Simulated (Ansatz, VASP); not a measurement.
Two plane-wave programs on NaCl

INCAR

```
PREC = Accurate ; ENCUT = 520
EDIFF = 1E-7 ; ISMEAR = 0
SIGMA = 0.05 ; LREAL = F
LASPH = T ; NELM = 100
ALGO = Normal ; ISIF = 2
LWAVE = F ; LCHARG = F
GGA = PS ; NBANDS = 14
```

File KPOINTS:

```
regular mesh
0
Gamma
  8 8 8
```

File POSCAR:

```
NaCl
1.0
    0.0000000000      2.8317500000      2.8317500000
    2.8317500000      0.0000000000      2.8317500000
    2.8317500000      2.8317500000      0.0000000000
Na Cl
1 1
Direct
    0.0000000000      0.0000000000      0.0000000000
    0.4906360010      0.5093639990      0.5000000000
```

Input for Ansatz:

```yaml
crystal:
  lattice:
    - [0.0, 2.83175, 2.83175]
    - [2.83175, 0.0, 2.83175]
    - [2.83175, 2.83175, 0.0]
  atoms:
    - { symbol: Na, position: [0.0, 0.0, 0.0] }
    - { symbol: Cl, position: [0.490636001, 0.509363999, 0.5] }
basis:
  ecutwfc: 420
kpoints:
  mp_grid: { grid: [8, 8, 8] }
hamiltonian:
  xc: pbesol
scf:
  occupations: { method: gaussian, width: 0.05 }
output:
  forces: true
  stress: true
  eigenvalues: true
```

Change from the starting cell: all Cl atoms moved +0.037 Å, as atom 2 along Cartesian [1 -1 0].

Alike in both runs: task single point; functional PBEsol; k mesh 8 × 8 × 8; occupations gaussian, width 0.05 eV; no spin polarisation.

|  | VASP | Ansatz |
| --- | --- | --- |
| version | VASP 6.6.1 | Ansatz 0.2.0 |
| potentials or method | VASP PAW PBE potentials, release 64 (Na_pv, Cl), cutoff 520 eV | scalar-relativistic, plane waves, PAW |
| valence electrons in the cell | 14 | 16 |

```csv
,VASP,Ansatz,Ansatz less VASP
gap on the k mesh at the Fermi level (eV),4.89,4.89,+0.003
least direct gap on the mesh (eV),4.89,4.89,+0.003
pressure (GPa),-0.8,-0.8,-0.01
rms of the force components (eV/Å),0.026,0.026,-0.0005
```

VASP's potentials were made for PBE, not for PBEsol. Atom by atom the forces differ by 0.001 eV/Å (rms over components). VASP's potentials hold 14 valence electrons a cell and Ansatz's 16, so a difference there can come from the potentials and not from the codes.
